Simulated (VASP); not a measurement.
# GaN (P6/mmm) in VASP: a series of runs

GaN is run at these levels: PBEsol-based screened hybrid with 25 % exact exchange, B3LYP, HF, PBE, HSE06; tasks: relaxation of cell and atoms, single point.

All numbers are computed with VASP 6.6.1; they aren't measurements. Logs are shortened: lines on timing, memory, paths and dates and some standing lists are left out, and cuts for length are marked.

## 1. The cell of the first run

The structure is hexagonal, space group P6/mmm (No. 191). Conventional cell: a = 5.230 Å, b = 5.230 Å, c = 3.390 Å, α = 90.00°, β = 90.00°, γ = 120.00°. Within 2.3 Å of Ga (site symmetry 6/mmm) lie 2 N at 1.70 Å. N (site symmetry 6/mmm) has 2 Ga at 1.70 Å within 2.3 Å.

## 2. Relaxation of cell and atoms, PBEsol-based screened hybrid with 25 % exact exchange

Input file POSCAR:

```
GaN
1.0
    5.2303800000      0.0000000000      0.0000000000
   -2.6151900000      4.5296400000      0.0000000000
    0.0000000000      0.0000000000      3.3901000000
Ga N
1 1
Direct
    0.0000000000      0.0000000000      0.5000000000
    0.0000000000      0.0000000000      0.0000000000
```

Input file INCAR.step1:

```
ALGO     = Normal         # electronic algorithm
EDIFF    = 1E-5           # SCF threshold, eV
ENCUT    = 600            # plane-wave cutoff, eV
GGA      = PE             # functional
ISMEAR   = -1             # smearing method
LASPH    = T              # aspherical terms in the spheres
LCHARG   = F              # write CHGCAR
LREAL    = F              # projectors in reciprocal space
LWAVE    = T              # write WAVECAR
NBANDS   = 16             # bands
NELM     = 60             # most SCF steps
PREC     = Accurate       # precision mode
SIGMA    = 0.05           # smearing width, eV
```

Input file INCAR.step2:

```
AEXX     = 0.25           # exact-exchange fraction
ALGO     = Normal         # electronic algorithm
EDIFF    = 1E-6           # SCF threshold, eV
EDIFFG   = -0.01          # ionic threshold
ENCUT    = 600            # plane-wave cutoff, eV
GGA      = PS             # functional
HFSCREEN = 0.207          # screening, 1/A
IBRION   = 2              # ionic algorithm
ISIF     = 3              # what is computed and relaxed
ISMEAR   = -1             # smearing method
ISTART   = 1            
LASPH    = T              # aspherical terms in the spheres
LCHARG   = F              # write CHGCAR
LHFCALC  = T              # exact exchange
LREAL    = F              # projectors in reciprocal space
LWAVE    = F              # write WAVECAR
NELM     = 60             # most SCF steps
NSW      = 60             # ionic steps
PREC     = Accurate       # precision mode
PRECFOCK = Normal       
SIGMA    = 0.05           # smearing width, eV
```

Input file KPOINTS:

```
k-points
0
Gamma
  3 3 4
```

Potentials or basis: VASP PAW PBE potentials, release 64 (Ga_d, N).

The run is started by

```console
$ cat potpaw_PBE.64/Ga_d/POTCAR potpaw_PBE.64/N/POTCAR > POTCAR
$ cp INCAR.step1 INCAR
$ mpirun -np 1 vasp_std > vasp.out
$ cp INCAR.step2 INCAR
$ mpirun -np 1 vasp_std > vasp.out
```

OUTCAR:

```text
AEXX = 0.25
   EDIFF = 1E-6
   EDIFFG = -0.01
   ENCUT = 600
   GGA = PS
   HFSCREEN = 0.207
   IBRION = 2
   ISIF = 3
   ISMEAR = -1
   ISTART = 1
   LASPH = T
   LHFCALC = T
   LREAL = F
   NELM = 60
   NSW = 60
   PREC = Accurate
   PRECFOCK = Normal

 ion  position               nearest neighbor table
   1  0.000  0.000  0.500-   2 1.70   2 1.70
   2  0.000  0.000  0.000-   1 1.70   1 1.70

  LATTYP: Found a hexagonal cell.
 ALAT       =     5.2303800000
 C/A-ratio  =     0.6481555833

  Lattice vectors:

 A1 = (   5.2303800000,   0.0000000000,   0.0000000000)
 A2 = (  -2.6151900000,   4.5296400000,   0.0000000000)
 A3 = (   0.0000000000,   0.0000000000,   3.3901000000)

Analysis of symmetry for initial positions (statically):
=====================================================================
 Subroutine PRICEL returns:
 Original cell was already a primitive cell.

 Routine SETGRP: Setting up the symmetry group for a
 hexagonal supercell.

 Subroutine GETGRP returns: Found 24 space group operations
 (whereof 24 operations were pure point group operations)
 out of a pool of 24 trial point group operations.

The static configuration has the point symmetry D_6h.

Analysis of symmetry for dynamics (positions and initial velocities):
=====================================================================
 Subroutine PRICEL returns:
 Original cell was already a primitive cell.

 Routine SETGRP: Setting up the symmetry group for a
 hexagonal supercell.

 Subroutine GETGRP returns: Found 24 space group operations
 (whereof 24 operations were pure point group operations)
 out of a pool of 24 trial point group operations.

The dynamic configuration has the point symmetry D_6h.

 Subroutine INISYM returns: Found 24 space group operations
 (whereof 24 operations are pure point group operations),
 and found     1 'primitive' translations

----------------------------------------------------------------------------------------

                                     Primitive cell

  volume of cell :      80.3174

  direct lattice vectors                    reciprocal lattice vectors
     5.230380000  0.000000000  0.000000000     0.191190697  0.110384048  0.000000000
    -2.615190000  4.529640000  0.000000000     0.000000000  0.220768096  0.000000000
     0.000000000  0.000000000  3.390100000     0.000000000  0.000000000  0.294976549

  length of vectors
     5.230380000  5.230378310  3.390100000     0.220768025  0.220768096  0.294976549

  position of ions in fractional coordinates (direct lattice)
     0.000000000  0.000000000  0.500000000
     0.000000000  0.000000000  0.000000000

  ion indices of the primitive-cell ions
   primitive index   ion index
                 1           1
                 2           2

----------------------------------------------------------------------------------------

 KPOINTS: k-points

Automatic generation of k-mesh.
 Grid dimensions read from file:
 generate k-points for:    3    3    4

 Generating k-lattice:

  Cartesian coordinates                     Fractional coordinates (reciprocal lattice)
     0.063730232  0.036794683  0.000000000     0.333333333  0.000000000  0.000000000
     0.000000000  0.073589365  0.000000000     0.000000000  0.333333333  0.000000000
     0.000000000  0.000000000  0.073744137     0.000000000  0.000000000  0.250000000

  Length of vectors
     0.073589342  0.073589365  0.073744137

  Shift w.r.t. Gamma in fractional coordinates (k-lattice)
     0.000000000  0.000000000  0.000000000

 Subroutine IBZKPT returns following result:
 ===========================================

 Found      9 irreducible k-points:

 Following reciprocal coordinates:
            Coordinates               Weight
  0.000000  0.000000  0.000000      1.000000
  0.333333  0.000000  0.000000      6.000000
  0.333333  0.333333  0.000000      2.000000
  0.000000  0.000000  0.250000      2.000000
  0.333333  0.000000  0.250000     12.000000
  0.333333  0.333333  0.250000      4.000000
  0.000000  0.000000  0.500000      1.000000
  0.333333  0.000000  0.500000      6.000000
  0.333333  0.333333  0.500000      2.000000
   k-points           NKPTS =      9   k-points in BZ     NKDIM =     36   number of bands    NBANDS=     13
   number of dos      NEDOS =    301   number of ions     NIONS =      2
   total plane-waves  NPLWV =  49392
   dimension x,y,z NGX =    42 NGY =   42 NGZ =   28
   dimension x,y,z NGXF=    84 NGYF=   84 NGZF=   56
   ions per type =               1   1
   NGX,Y,Z   is equivalent  to a cutoff of  13.35, 13.35, 13.73 a.u.
   NGXF,Y,Z  is equivalent  to a cutoff of  26.70, 26.70, 27.46 a.u.
 SYSTEM =  unknown system
   PREC   = accura    normal or accurate (medium, high low for compatibility)
   ISTART =      1    job   : 0-new  1-cont  2-samecut
   ICHARG =      0    charge: 1-file 2-atom 10-const
   ISPIN  =      1    spin polarized calculation?
   LNONCOLLINEAR =      F non collinear calculations
   LSORBIT =      F    spin-orbit coupling
   LASPH  =      T    aspherical Exc in radial PAW
   ENCUT  =  600.0 eV  44.10 Ry    6.64 a.u.  10.45 10.45  6.77*2*pi/ulx,y,z
   NELM   =     60;   NELMIN=  2; NELMDL=  0     # of ELM steps
   EDIFF  = 0.1E-05   stopping-criterion for ELM
   LREAL  =      F    real-space projection
   EDIFFG = -.1E-01   stopping-criterion for IOM
   NSW    =     60    number of steps for IOM
   IBRION =      2    ionic relax: 0-MD 1-quasi-New 2-CG
   NFREE  =      1    steps in history (QN), initial steepest desc. (CG)
   ISIF   =      3    stress and relaxation
   ISYM   =      3    0-nonsym 1-usesym 2-fastsym
   POTIM  = 0.5000    time-step for ionic-motion
   TEBEG  =    0.0;   TEEND  =   0.0 temperature during run
   PSTRESS=    0.0 pullay stress
   NELECT =      18.0000    total number of electrons
   NUPDOWN=      -1.0000    fix difference up-down
   EMIN   =  10.00;   EMAX   =-10.00  energy-range for DOS
   EFERMI =   0.00;   METHOD = LEGACY
   ISMEAR =    -1;   SIGMA  =   0.05  broadening in eV -4-tet -1-fermi 0-gaus
   EFERMI_NEDOS =   21; number of points for ismear=-14 and -15
   IALGO  =     38    algorithm
   IMIX   =      1    mixing-type and parameters
     AMIX     =   0.40;   BMIX     =  1.00
     AMIX_MAG =   1.60;   BMIX_MAG =  1.00
  volume/ion in A,a.u.               =      40.16       271.00
  Fermi-wavevector in a.u.,A,eV,Ry     =   0.994403  1.879150 13.453954  0.988838
  Thomas-Fermi vector in A             =   2.126352
   LORBIT       =      0    0 simple, 1 ext, 2 COOP (PROOUT), +10 PAW based schemes
   GGA     = PS    functional components
   LHFCALC =     T    Hartree Fock is set to
   PRECFOCK=normal    Normal, Fast or Accurate (Low or Medium for compatibility)
   ENCUT4O =  -1.0   cutoff for four orbital integrals eV
   NKREDX  =     1    reduce k-point grid by
   NKREDY  =     1    reduce k-point grid by
   NKREDZ  =     1    reduce k-point grid by
   AEXX    =    0.2500 exact exchange contribution
   HFSCREEN=    0.2070 screening length (either q_TF or 0.3 A-1)
   HFSCREENC=   0.2070 screening length for correlation (either q_TF or 0.3 A-1)
   ENCUTFOCK=  -1.0 apply spherical cutoff to Coloumb kernel
   IVDW    =     0    specifies the selected vdW correction
   LEPSILON=     F    determine dielectric tensor
   LRPA    =     F    only Hartree local field effects (RPA)
 conjugate gradient relaxation of ions
 non-spin polarized calculation
  energy-cutoff  :      600.00
  volume of cell :       80.32
 maximum number of plane-waves:      2701
 NGX is ok and might be reduce to    42
  NGX = 32; NGY = 32; NGZ = 24

--------------------------------------- Ionic step        1  -------------------------------------------

 number of electron      18.0000006 magnetization

 Free energy of the ion-electron system (eV)
  ---------------------------------------------------
  ext. energy  EPLUGINS =         0.00000000
  ---------------------------------------------------
  free energy    TOTEN  =       -12.22019380 eV

  energy without entropy =      -12.22019380  energy(sigma->0) =      -12.22019380

------------------------ aborting loop because EDIFF is reached ----------------------------------------

  FORCE on cell =-STRESS in cart. coord.  units (eV):
  Direction    XX          YY          ZZ          XY          YZ          ZX
  --------------------------------------------------------------------------------------
  -------------------------------------------------------------------------------------
  Total        0.0035512      0.0035512     -2.9975750      0.0000000     -0.0000000      0.0000000
  in kB        0.0708394      0.0708393    -59.7958717      0.0000000     -0.0000000      0.0000000
  external PRESSURE =     -19.8847310 kB  Pullay stress =       0.0000000 kB
[... 129 lines left out ...]
  energy  without entropy=      -12.2406866845  energy(sigma->0) =      -12.24068668

--------------------------------------- Ionic step        5  -------------------------------------------

 number of electron      18.0000008 magnetization

 Free energy of the ion-electron system (eV)
  ---------------------------------------------------
  ext. energy  EPLUGINS =         0.00000000
  ---------------------------------------------------
  free energy    TOTEN  =       -12.24069152 eV

  energy without entropy =      -12.24069152  energy(sigma->0) =      -12.24069152

 E-fermi :  -1.9251     XC(G=0):  -4.6771

 val. band max:       -3.0252133562   @ k =   0.0000   0.0000   0.5000
 cond. band min:      -0.4415373742   @ k =   0.0000   0.0000   0.0000
 fundamental gap:      2.5836759820
 Fermi energy:        -1.9250930218

 k-point     1 :       0.0000    0.0000    0.0000
  band No.  band energies     occupation
      1     -21.3936      2.00000
      2     -19.4625      2.00000
      3     -19.4625      2.00000
      4     -19.2853      2.00000
      5     -19.2853      2.00000
      6     -15.9110      2.00000
      7      -6.9321      2.00000
      8      -4.9416      2.00000
      9      -4.9416      2.00000
     10      -0.4415      0.00000
     11       4.5904      0.00000
     12       6.3053      0.00000
     13       6.3053      0.00000
[... 155 lines left out ...]
  FREE ENERGIE OF THE ION-ELECTRON SYSTEM (eV)
  ---------------------------------------------------
  free  energy   TOTEN  =       -12.2406915230 eV

  energy  without entropy=      -12.2406915229  energy(sigma->0) =      -12.24069152

 reached required accuracy - stopping structural energy minimisation
```

It took 44 min on 1 thread of AMD EPYC 7R43 (Zen 3), shared host; peak memory 0.29 GiB.

What came out:

```
Free energy                           : -12.2407 eV
Relaxed volume                        : 39.62 Å³/atom
Relaxed cell                          : a = 5.230 Å, b = 5.230 Å, c = 3.344 Å, α = 90.00°, β = 90.00°, γ = 120.00°
Space group after relaxing (to 0.1 Å) : P6/mmm (No. 191)
Energy gained by relaxing             : 10.2 meV/atom
Ionic steps                           : 5
Pressure after relaxing               : 0.0 GPa
Band gap on the k mesh                : 2.58 eV (least direct gap 4.50 eV)
```

The path:
```csv
step,energy change (eV),largest force (eV/Å),pressure (GPa),volume (Å³)
1,0.0000,0.0000,-1.99,80.32
2,0.4739,0.0000,12.19,74.52
3,-0.0203,0.0000,-0.21,79.34
4,-0.0205,0.0000,-0.02,79.26
5,-0.0205,0.0000,0.01,79.24
```

Final structure:
```cif
data_structure
_symmetry_space_group_name_H-M 'P 1'
_symmetry_Int_Tables_number 1
_cell_length_a 5.2305
_cell_length_b 5.2305
_cell_length_c 3.3445
_cell_angle_alpha 90.000
_cell_angle_beta 90.000
_cell_angle_gamma 120.000
_cell_volume 79.24
loop_
_atom_site_label
_atom_site_type_symbol
_atom_site_fract_x
_atom_site_fract_y
_atom_site_fract_z
_atom_site_occupancy
Ga1 Ga 0.00000 0.00000 0.50000 1
N1 N 0.00000 0.00000 0.00000 1
```

Caveat: the k points lie up to 0.47 Å⁻¹ apart in the final cell; the PAW data sets were made with another functional, which shifts forces and pressure a little; an odd mesh through Γ misses points on the zone boundary, where band edges can lie.

## 3. Single point, B3LYP

This run uses another cell than the first one, of 55.02 Å³/atom.

Input file POSCAR:

```
GaN
1.0
    6.1312771524      0.0000000000      0.0000000000
   -3.0656385762      5.3098417716      0.0000000000
    0.0000000000      0.0000000000      3.3802882001
Ga N
1 1
Direct
    0.0000000000      0.0000000000      0.5000000000
    0.0000000000      0.0000000000      0.0000000000
```

Input file INCAR.step1:

```
SYSTEM = GaN
ALGO = Normal ; EDIFF = 1E-5
ENCUT = 520 ; GGA = PE
ISIF = 2 ; ISMEAR = -1
LASPH = .TRUE. ; LCHARG = .FALSE.
LREAL = .FALSE. ; LWAVE = .TRUE.
NBANDS = 16 ; NELM = 100
PREC = Accurate ; SIGMA = 0.05
```

Input file INCAR.step2:

```
SYSTEM = GaN
AEXX = 0.2 ; AGGAC = 0.81
AGGAX = 0.72 ; ALDAC = 0.19
ALGO = Normal ; EDIFF = 1E-6
ENCUT = 520 ; GGA = B3
ISIF = 2 ; ISMEAR = -1
ISTART = 1 ; LASPH = .TRUE.
LCHARG = .FALSE. ; LHFCALC = .TRUE.
LREAL = .FALSE. ; LWAVE = .FALSE.
NBANDS = 16 ; NELM = 100
PREC = Accurate ; PRECFOCK = Normal
SIGMA = 0.05
```

Input file KPOINTS:

```
k-points
0
G
  3 3 4
  0 0 0
```

Potentials or basis: VASP PAW PBE potentials, release 64 (Ga_d, N).

The run is started by

```console
$ cat potpaw_PBE.64/Ga_d/POTCAR potpaw_PBE.64/N/POTCAR > POTCAR
$ cp INCAR.step1 INCAR
$ mpirun -np 1 vasp_std > vasp.out
$ cp INCAR.step2 INCAR
$ mpirun -np 1 vasp_std > vasp.out
```

It took 4.7 min on 1 thread of Intel Xeon Platinum 8559C (Emerald Rapids), shared host; peak memory 0.25 GiB.

The run converged. Its results:

| Property | Result |
| --- | --- |
| Free energy | -11.3684 eV |
| Pressure | 0.2 GPa |
| Band gap on the k mesh | 3.06 eV (least direct gap 4.93 eV) |

Stress tensor (GPa, compression positive):
```
0.00 0.00 0.00
0.00 0.00 0.00
0.00 0.00 0.75
```

Levels at points of the mesh, in eV from the valence-band top:
```csv
k point,band 5,band 6,band 7,band 8,band 9,band 10,band 11,band 12,band 13,band 14
"(0.00, 0.00, 0.00)",-15.93,-12.64,-3.71,-1.87,-1.87,3.06,7.01,8.54,8.54,8.69
"(0.00, 0.00, 0.50)",-16.04,-13.87,-6.64,0.00,0.00,5.61,5.61,7.30,8.06,11.75
```

Caveat: the k points lie up to 0.46 Å⁻¹ apart; the PAW data sets were made with another functional, which shifts forces and pressure a little; an odd mesh through Γ misses points on the zone boundary, where band edges can lie.

(Part 1 of 2 ends here.)
